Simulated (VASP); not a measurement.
Here is a VASP 6.6.1 calculation.

File INCAR:

```
PREC     = Accurate       # precision mode
ENCUT    = 500            # plane-wave cutoff, eV
EDIFF    = 1E-6           # SCF threshold, eV
ISMEAR   = 0              # smearing method
SIGMA    = 0.1            # smearing width, eV
LREAL    = F              # projectors in reciprocal space
LASPH    = T              # aspherical terms in the spheres
NELM     = 120            # most SCF steps
ALGO     = Normal         # electronic algorithm
ISIF     = 2              # what is computed and relaxed
LWAVE    = F              # write WAVECAR
LCHARG   = F              # write CHGCAR
GGA      = PS             # functional
NBANDS   = 21             # bands
GGA_COMPAT= F
```

KPOINTS

```
Automatic mesh
0
Gamma
  12 12 12
```

The input POSCAR:

```
Ge
1.0
    0.0227029231      2.8321896596      2.8094867364
    2.8321896596      0.0227029231      2.8094867364
    2.8548925827      2.8548925827      0.0000000000
Ge
2
Direct
    0.0011409578      0.0011409578     -0.0011409578
    0.2488590422      0.2488590422      0.2511409578
```

Potentials or basis: VASP PAW PBE potentials, release 64 (Ge_d).

Run with:

```bash
$ cat potpaw_PBE.64/Ge_d/POTCAR > POTCAR
$ mpirun -np 1 vasp_std > vasp.out
```

(1) What does it give for the pressure?

Results:

(1) 0.5 GPa.

Caveat: the cell differs from its parent crystal (strained cell); the PAW data sets were made with another functional, which shifts forces and pressure a little.
